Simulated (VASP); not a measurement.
# LaIr5 (P6/mmm) in VASP: further runs

The runs below take LaIr5 through single point, with LDA.

All numbers are computed with VASP 6.6.1; they aren't measurements. Logs are shortened: lines on timing, memory, paths and dates and some standing lists are left out, and cuts for length are marked.

**1. The cell of the first run**

The structure is hexagonal, space group P6/mmm (No. 191). The conventional cell has a = 5.337 Å, b = 5.337 Å, c = 4.175 Å, α = 90.00°, β = 90.00°, γ = 120.00°. Within 4.2 Å of La (site symmetry 6/mmm) lie 18 Ir at 3.08 to 3.39 Å and 2 La at 4.18 Å. Ir (site symmetry mmm) has 8 Ir at 2.59 to 2.67 Å and 4 La at 3.39 Å within 3.4 Å. Within 3.4 Å of Ir (site symmetry -6m2) lie 9 Ir at 2.59 to 3.08 Å and 3 La at 3.08 Å.

**2. Single point, LDA**

INCAR

```
SYSTEM = LaIr5
PREC     = Accurate       ! precision mode
ENCUT    = 520            ! plane-wave cutoff, eV
EDIFF    = 1E-6           ! SCF threshold, eV
ISMEAR   = -1             ! smearing method
SIGMA    = 0.1            ! smearing width, eV
LREAL    = .FALSE.        ! projectors in reciprocal space
LASPH    = .TRUE.         ! aspherical terms in the spheres
NELM     = 60             ! most SCF steps
ALGO     = Normal         ! electronic algorithm
ISIF     = 2              ! what is computed and relaxed
LWAVE    = .FALSE.        ! write WAVECAR
LCHARG   = .TRUE.         ! write CHGCAR
GGA      = CA             ! functional
LELF     = .TRUE.         ! ELF
LVHAR    = .TRUE.       
NBANDS   = 37             ! bands
```

KPOINTS

```
Automatic mesh
0
G
  5 5 6
  0 0 0
```

POSCAR

```
LaIr5
1.0
    5.3367014341      0.0000000000      0.0000000000
   -2.6683507171      4.6217192132      0.0000000000
    0.0000000000      0.0000000000      4.1752132111
La Ir
1 5
Direct
    0.0000000000      0.0000000000      0.0000000000
    0.5000000000      0.0000000000      0.5000000000
    0.5000000000      0.5000000000      0.5000000000
    0.0000000000      0.5000000000      0.5000000000
    0.3333333333      0.6666666667      0.0000000000
    0.6666666667      0.3333333333      0.0000000000
```

Potentials or basis: VASP PAW LDA potentials, release 64 (La, Ir).

Command:

```
$ cat potpaw_LDA.64/La/POTCAR potpaw_LDA.64/Ir/POTCAR > POTCAR
$ mpirun -np 1 vasp_std > vasp.out
```

OUTCAR:

```text
SYSTEM = LaIr5
   PREC = Accurate
   ENCUT = 520
   EDIFF = 1E-6
   ISMEAR = -1
   LREAL = .FALSE.
   LASPH = .TRUE.
   NELM = 60
   ISIF = 2
   GGA = CA

 ion  position               nearest neighbor table
   1  0.000  0.000  0.000-   5 3.08   6 3.08   6 3.08   5 3.08   6 3.08   5 3.08   2 3.39   2 3.39
                             2 3.39   2 3.39   3 3.39   3 3.39   3 3.39   3 3.39   4 3.39   4 3.39
   2  0.500  0.000  0.500-   5 2.59   6 2.59   5 2.59   6 2.59   4 2.67   4 2.67   3 2.67   3 2.67
                             1 3.39   1 3.39   1 3.39   1 3.39
   3  0.500  0.500  0.500-   5 2.59   6 2.59   5 2.59   6 2.59   4 2.67   4 2.67   2 2.67   2 2.67
                             1 3.39   1 3.39   1 3.39   1 3.39
   4  0.000  0.500  0.500-   5 2.59   6 2.59   5 2.59   6 2.59   3 2.67   3 2.67   2 2.67   2 2.67
                             1 3.39   1 3.39   1 3.39   1 3.39
   5  0.333  0.667  0.000-   4 2.59   4 2.59   3 2.59   3 2.59   2 2.59   2 2.59   6 3.08   1 3.08
                             1 3.08   6 3.08   6 3.08   1 3.08
   6  0.667  0.333  0.000-   4 2.59   4 2.59   3 2.59   3 2.59   2 2.59   2 2.59   5 3.08   1 3.08
                             1 3.08   5 3.08   5 3.08   1 3.08

  LATTYP: Found a hexagonal cell.
 ALAT       =     5.3367014341
 C/A-ratio  =     0.7823584030

  Lattice vectors:

 A1 = (   5.3367014341,   0.0000000000,   0.0000000000)
 A2 = (  -2.6683507171,   4.6217192132,   0.0000000000)
 A3 = (   0.0000000000,   0.0000000000,   4.1752132111)

Analysis of symmetry for initial positions (statically):
=====================================================================
 Subroutine PRICEL returns:
 Original cell was already a primitive cell.

 Routine SETGRP: Setting up the symmetry group for a
 hexagonal supercell.

 Subroutine GETGRP returns: Found 24 space group operations
 (whereof 24 operations were pure point group operations)
 out of a pool of 24 trial point group operations.

The static configuration has the point symmetry D_6h.

Analysis of symmetry for dynamics (positions and initial velocities):
=====================================================================
 Subroutine PRICEL returns:
 Original cell was already a primitive cell.

 Routine SETGRP: Setting up the symmetry group for a
 hexagonal supercell.

 Subroutine GETGRP returns: Found 24 space group operations
 (whereof 24 operations were pure point group operations)
 out of a pool of 24 trial point group operations.

The dynamic configuration has the point symmetry D_6h.
[... 97 lines left out ...]
   LNONCOLLINEAR =      F non collinear calculations
   LSORBIT =      F    spin-orbit coupling
   LASPH  =      T    aspherical Exc in radial PAW
   ENCUT  =  520.0 eV  38.22 Ry    6.18 a.u.   9.92  9.92  7.76*2*pi/ulx,y,z
   NELM   =     60;   NELMIN=  2; NELMDL= -5     # of ELM steps
   EDIFF  = 0.1E-05   stopping-criterion for ELM
   LREAL  =      F    real-space projection
[... 7 lines left out ...]
   TEBEG  =    0.0;   TEEND  =   0.0 temperature during run
   PSTRESS=    0.0 pullay stress
   NELECT =      56.0000    total number of electrons
   NUPDOWN=      -1.0000    fix difference up-down
   EMIN   =  10.00;   EMAX   =-10.00  energy-range for DOS
   EFERMI =   0.00;   METHOD = LEGACY
   ISMEAR =    -1;   SIGMA  =   0.10  broadening in eV -4-tet -1-fermi 0-gaus
   EFERMI_NEDOS =   21; number of points for ismear=-14 and -15
   IALGO  =     38    algorithm
   IMIX   =      4    mixing-type and parameters
     AMIX     =   0.40;   BMIX     =  1.00
     AMIX_MAG =   1.60;   BMIX_MAG =  1.00
  volume/ion in A,a.u.               =      17.16       115.82
  Fermi-wavevector in a.u.,A,eV,Ry     =   1.336244  2.525135 24.293859  1.785548
  Thomas-Fermi vector in A             =   2.464886
   LORBIT       =      0    0 simple, 1 ext, 2 COOP (PROOUT), +10 PAW based schemes
   GGA     = CA    functional components
   LHFCALC =     F    Hartree Fock is set to
   AEXX    =    0.0000 exact exchange contribution
   IVDW    =     0    specifies the selected vdW correction
   LEPSILON=     F    determine dielectric tensor
   LRPA    =     F    only Hartree local field effects (RPA)
 non-spin polarized calculation
  energy-cutoff  :      520.00
  volume of cell :      102.98
 maximum number of plane-waves:      2792
 NGX is ok and might be reduce to    40
   NGX = 19   NGY = 19   NGZ = 15

 number of electron      56.0000002 magnetization

 Free energy of the ion-electron system (eV)
  ---------------------------------------------------
  ext. energy  EPLUGINS =         0.00000000
  ---------------------------------------------------
  free energy    TOTEN  =       -58.68653958 eV

  energy without entropy =      -58.48176725  energy(sigma->0) =      -58.58415341

 E-fermi :   9.2063     XC(G=0): -12.9526

 val. band max:        9.1962522819   @ k =   0.2000   0.0000   0.3333
 cond. band min:       9.2248623532   @ k =   0.0000   0.0000   0.5000
 fundamental gap:      0.0286100713
 Fermi energy:         9.2063238680

 k-point     1 :       0.0000    0.0000    0.0000
  band No.  band energies     occupation
      1     -22.1386      2.00000
      2      -6.1726      2.00000
      3      -6.1726      2.00000
      4      -5.8597      2.00000
      5      -0.4724      2.00000
      6       2.2357      2.00000
[... 789 lines left out ...]
     36      12.4057      0.00000
     37      12.4140      0.00000

------------------------ aborting loop because EDIFF is reached ----------------------------------------

  FORCE on cell =-STRESS in cart. coord.  units (eV):
  Direction    XX          YY          ZZ          XY          YZ          ZX
  --------------------------------------------------------------------------------------
  -------------------------------------------------------------------------------------
  Total       -0.0993427     -0.0993427      6.1711738      0.0000000     -0.0000000      0.0000000
  in kB       -1.5455799     -1.5455800     96.0114972      0.0000000     -0.0000000      0.0000000
  external PRESSURE =      30.9734458 kB  Pullay stress =       0.0000000 kB

 VOLUME and BASIS-vectors are now :
 -----------------------------------------------------------------------------
  energy-cutoff  :      520.00
  volume of cell :      102.98
      direct lattice vectors                 reciprocal lattice vectors
     5.336701434  0.000000000  0.000000000     0.187381665  0.108184850  0.000000000
    -2.668350717  4.621719213  0.000000000     0.000000000  0.216369700  0.000000000
     0.000000000  0.000000000  4.175213211     0.000000000  0.000000000  0.239508727

 POSITION                                       TOTAL-FORCE (eV/Angst)
 -----------------------------------------------------------------------------------
      0.00000      0.00000      0.00000         0.000000      0.000000      0.000000
      2.66835      0.00000      2.08761         0.000000      0.000000      0.000000
      1.33418      2.31086      2.08761         0.000000      0.000000      0.000000
     -1.33418      2.31086      2.08761         0.000000      0.000000      0.000000
     -0.00000      3.08115      0.00000         0.000000     -0.000000      0.000000
      2.66835      1.54057      0.00000        -0.000000      0.000000      0.000000
 -----------------------------------------------------------------------------------
    total drift:                               -0.000000     -0.000000     -0.000000

  FREE ENERGIE OF THE ION-ELECTRON SYSTEM (eV)
  ---------------------------------------------------
  free  energy   TOTEN  =       -58.6865395774 eV

  energy  without entropy=      -58.4817672489  energy(sigma->0) =      -58.58415341
```

OSZICAR:

```text
N       E                     dE             d eps       ncg     rms          rms(c)
DAV:   1     0.531847816745E+03    0.53185E+03   -0.22789E+04  1584   0.213E+03
DAV:   2     0.325301983750E+02   -0.49932E+03   -0.46842E+03  1624   0.467E+02
DAV:   3    -0.506368447778E+02   -0.83167E+02   -0.75056E+02  1859   0.178E+02
DAV:   4    -0.628715023163E+02   -0.12235E+02   -0.11317E+02  2752   0.589E+01
DAV:   5    -0.638555226892E+02   -0.98402E+00   -0.95034E+00  2353   0.149E+01    0.338E+01
DAV:   6    -0.597024286930E+02    0.41531E+01   -0.78872E+01  2712   0.849E+01    0.142E+01
DAV:   7    -0.596726752546E+02    0.29753E-01   -0.19790E+01  2673   0.436E+01    0.914E+00
DAV:   8    -0.589210489881E+02    0.75163E+00   -0.37128E+00  2814   0.190E+01    0.561E+00
DAV:   9    -0.587935644222E+02    0.12748E+00   -0.25081E+00  2571   0.125E+01    0.190E+00
DAV:  10    -0.586851966817E+02    0.10837E+00   -0.81042E-01  2704   0.899E+00    0.396E-01
DAV:  11    -0.586866529960E+02   -0.14563E-02   -0.52633E-02  2563   0.151E+00    0.145E-01
DAV:  12    -0.586865659832E+02    0.87013E-04   -0.32055E-03  2563   0.457E-01    0.757E-02
DAV:  13    -0.586865386895E+02    0.27294E-04   -0.42279E-04  2593   0.169E-01    0.233E-02
DAV:  14    -0.586865395360E+02   -0.84658E-06   -0.41780E-05  2278   0.518E-02    0.826E-03
DAV:  15    -0.586865395774E+02   -0.41381E-07   -0.37226E-06  1827   0.198E-02
   1 F= -.58686540E+02 E0= -.58584153E+02  d E =-.204772E+00
```

stdout:

```text
POSCAR found type information on POSCAR LaIr
 POSCAR found :  2 types and       6 ions
 scaLAPACK will be used
 LDA part: xc-table for (Slater(with rela. corr.)+CA(PZ))
 , standard interpolation
 POSCAR, INCAR and KPOINTS ok, starting setup
 FFT: planning ... GRIDC
 FFT: planning ... GRID_SOFT
 FFT: planning ... GRID
 WAVECAR not read
 entering main loop
```

It took 2.8 min on 1 thread of Intel Xeon Platinum 8259CL at 2.50GHz (Skylake/Cascade Lake), shared host; peak memory 0.22 GiB.

What came out:

| Property | Result |
| --- | --- |
| Free energy | -58.6865 eV |
| Pressure | 3.1 GPa |
| Band gap on the k mesh | zero (bands 28 and 29 overlap by 1.12 eV) |

Caveat: the cell stands under pressure; spin-orbit coupling is left out, which moves the levels of the heavy elements.

**3. Single point, LDA**

This run uses another cell than the first one, of 17.63 Å³/atom.

INCAR

```
ALGO = Normal
EDIFF = 1E-6
ENCUT = 520
ISIF = 2
ISMEAR = -1
LASPH = True
LCHARG = False
LREAL = False
LWAVE = False
NBANDS = 37
NELM = 100
PREC = Accurate
SIGMA = 0.1
```

KPOINTS

```
k-points
0
Gamma
  5 5 6
```

Edit POSCAR of step 2 so:

```diff
@@ -2,5 +2,5 @@
 1.0
-    5.3367014341      0.0000000000      0.0000000000
-   -2.6683507171      4.6217192132      0.0000000000
-    0.0000000000      0.0000000000      4.1752132111
+    5.3850000000      0.0000000000      0.0000000000
+   -2.6925000000      4.6635470000      0.0000000000
+    0.0000000000      0.0000000000      4.2130000000
 La Ir
```

Potentials or basis: VASP PAW LDA potentials, release 64 (La, Ir).

Command:

```
$ cat potpaw_LDA.64/La/POTCAR potpaw_LDA.64/Ir/POTCAR > POTCAR
$ mpirun -np 1 vasp_std > vasp.out
```

OUTCAR:

```text
EDIFF = 1E-6
   ENCUT = 520
   ISIF = 2
   ISMEAR = -1
   LASPH = True
   LREAL = False
   NELM = 100
   PREC = Accurate

 ion  position               nearest neighbor table
   1  0.000  0.000  0.000-   5 3.11   6 3.11   6 3.11   5 3.11   6 3.11   5 3.11   2 3.42   2 3.42
                             2 3.42   2 3.42   4 3.42   4 3.42   4 3.42   3 3.42   3 3.42   4 3.42
   2  0.500  0.000  0.500-   5 2.62   6 2.62   5 2.62   6 2.62   3 2.69   4 2.69   3 2.69   4 2.69
                             1 3.42   1 3.42   1 3.42   1 3.42
   3  0.500  0.500  0.500-   5 2.62   6 2.62   5 2.62   6 2.62   4 2.69   4 2.69   2 2.69   2 2.69
                             1 3.42   1 3.42   1 3.42   1 3.42
[... 1006 lines left out ...]
  Total       -4.2154792     -4.2154796      0.7900115     -0.0000000     -0.0000000      0.0000000
  in kB      -63.8357566    -63.8357621     11.9632858     -0.0000000     -0.0000000      0.0000000
  external PRESSURE =     -38.5694110 kB  Pullay stress =       0.0000000 kB

 VOLUME and BASIS-vectors are now :
 -----------------------------------------------------------------------------
  energy-cutoff  :      520.00
  volume of cell :      105.80
      direct lattice vectors                 reciprocal lattice vectors
     5.385000000  0.000000000  0.000000000     0.185701021  0.107214530  0.000000000
    -2.692500000  4.663547000  0.000000000     0.000000000  0.214429060  0.000000000
     0.000000000  0.000000000  4.213000000     0.000000000  0.000000000  0.237360551

 POSITION                                       TOTAL-FORCE (eV/Angst)
 -----------------------------------------------------------------------------------
      0.00000      0.00000      0.00000        -0.000000     -0.000000      0.000000
      2.69250      0.00000      2.10650        -0.000000     -0.000000      0.000000
      1.34625      2.33177      2.10650        -0.000000     -0.000000      0.000000
     -1.34625      2.33177      2.10650        -0.000000     -0.000000      0.000000
     -0.00000      3.10903      0.00000         0.000000      0.000000      0.000000
      2.69250      1.55452      0.00000        -0.000000      0.000000     -0.000000
 -----------------------------------------------------------------------------------
    total drift:                               -0.000000     -0.000000     -0.000000

  FREE ENERGIE OF THE ION-ELECTRON SYSTEM (eV)
  ---------------------------------------------------
  free  energy   TOTEN  =       -58.6792180861 eV

  energy  without entropy=      -58.4661063816  energy(sigma->0) =      -58.57266223
```

stdout:

```text
POSCAR found type information on POSCAR LaIr
 POSCAR found :  2 types and       6 ions
 scaLAPACK will be used
 LDA part: xc-table for (Slater(with rela. corr.)+CA(PZ))
 , standard interpolation
 POSCAR, INCAR and KPOINTS ok, starting setup
 FFT: planning ... GRIDC
 FFT: planning ... GRID_SOFT
 FFT: planning ... GRID
 WAVECAR not read
 entering main loop
```

It took 2.8 min on 1 thread of Intel Xeon Platinum 8259CL at 2.50GHz (Skylake/Cascade Lake), shared host; peak memory 0.22 GiB.

What came out:

| Property | Result |
| --- | --- |
| Free energy | -58.6792 eV |
| Pressure | -3.9 GPa |
| Band gap on the k mesh | zero (bands 28 and 29 overlap by 1.10 eV) |

Levels at points of the mesh, in eV from the Fermi level:
```
           k point  band 25  band 26  band 27  band 28  band 29  band 30  band 31  band 32
(0.00, 0.00, 0.00)    -0.73    -0.13    -0.13     0.76     1.81     1.95     2.26     2.26
(0.00, 0.00, 0.50)    -0.60     0.02     0.34     0.34     0.50     0.50     1.11     1.44
```

Caveat: the cell stands under tension; spin-orbit coupling is left out, which moves the levels of the heavy elements.

**4. Single point, LDA**

This run uses another cell than the first one, of 18.10 Å³/atom.

INCAR

```
SYSTEM = LaIr5
PREC = Accurate ; ENCUT = 520
EDIFF = 1E-6 ; ISMEAR = -1
SIGMA = 0.1 ; LREAL = .False.
LASPH = .True. ; NELM = 60
ALGO = Normal ; ISIF = 2
LWAVE = .False. ; LCHARG = .False.
GGA = CA ; NBANDS = 37
```

KPOINTS

```
Automatic mesh
0
Gamma
  5 5 6
  0 0 0
```

Edit POSCAR of step 3 so:

```diff
@@ -2,5 +2,5 @@
 1.0
-    5.3850000000      0.0000000000      0.0000000000
-   -2.6925000000      4.6635470000      0.0000000000
-    0.0000000000      0.0000000000      4.2130000000
+    5.4324473787      0.0000000000      0.0000000000
+   -2.7162236894      4.7046376371      0.0000000000
+    0.0000000000      0.0000000000      4.2501208554
 La Ir
```

Command:

```
$ cat potpaw_LDA.64/La/POTCAR potpaw_LDA.64/Ir/POTCAR > POTCAR
$ mpirun -np 1 vasp_std > vasp.out
```

Wall time 2.7 min (1 thread of Intel Xeon Platinum 8259CL at 2.50GHz (Skylake/Cascade Lake), shared host); peak memory 0.22 GiB.

It converged, with:

| Property | Result |
| --- | --- |
| Free energy | -58.5586 eV |
| Pressure | -9.8 GPa |
| Band gap on the k mesh | zero (bands 28 and 29 overlap by 1.07 eV) |

Stress tensor (GPa, compression positive):
```
-11.70   0.00   0.00
  0.00 -11.70   0.00
  0.00   0.00  -5.99
```

Levels at points of the mesh, in eV from the Fermi level:
```tsv
k point	band 25	band 26	band 27	band 28	band 29	band 30	band 31	band 32
(0.00, 0.00, 0.00)	-0.70	-0.13	-0.13	0.73	1.77	1.86	2.16	2.16
(0.00, 0.00, 0.50)	-0.57	0.02	0.38	0.38	0.47	0.47	1.08	1.45
```

Caveat: the cell stands under tension; spin-orbit coupling is left out, which moves the levels of the heavy elements.

(Continued in part 2 of 2.)
